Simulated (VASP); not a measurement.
Input of a VASP 6.6.1 run:

The input INCAR:

```
SYSTEM = SnO2
ALGO = Normal
EDIFF = 1E-6
EDIFFG = -0.01
ENCUT = 600
GGA = PE
IBRION = 2
ISIF = 3
ISMEAR = -1
LASPH = .TRUE.
LCHARG = .FALSE.
LREAL = .FALSE.
LWAVE = .FALSE.
NELM = 80
NSW = 80
PREC = Accurate
SIGMA = 0.05
```

The input KPOINTS:

```
k-points
0
G
  5 5 6
  0 0 0
```

The input POSCAR:

```
SnO2
1.0
    4.7880040000      0.0000000000      0.0000000000
    0.0000000000      4.8665820000      0.0000000000
    0.0000000000      0.0000000000      3.2408980000
Sn O
2 4
Direct
    0.0000000000      0.0000000000      0.0000000000
    0.5000000000      0.5000000000      0.5000000000
    0.7081450000      0.6789580000      0.0000000000
    0.2081450000      0.8210420000      0.5000000000
    0.7918550000      0.1789580000      0.5000000000
    0.2918550000      0.3210420000      0.0000000000
```

Potentials or basis: VASP PAW PBE potentials, release 64 (Sn_d, O).

Run with:

```console
$ cat potpaw_PBE.64/Sn_d/POTCAR potpaw_PBE.64/O/POTCAR > POTCAR
$ mpirun -np 1 vasp_std > vasp.out
```

(1) Predict the relaxed volume.

(2) Predict the space group after relaxing (to 0.1 Å).

(3) Predict the band gap on the k mesh.

(4) Predict the relaxed cell.

Results:

(1) 12.61 Å³/atom.

(2) P4_2/mnm (No. 136).

(3) 0.64 eV.

(4) a = 4.835 Å, b = 4.825 Å, c = 3.242 Å, α = 90.00°, β = 90.00°, γ = 90.00°.

Caveat: spin-orbit coupling is left out, which moves the levels of the heavy elements.
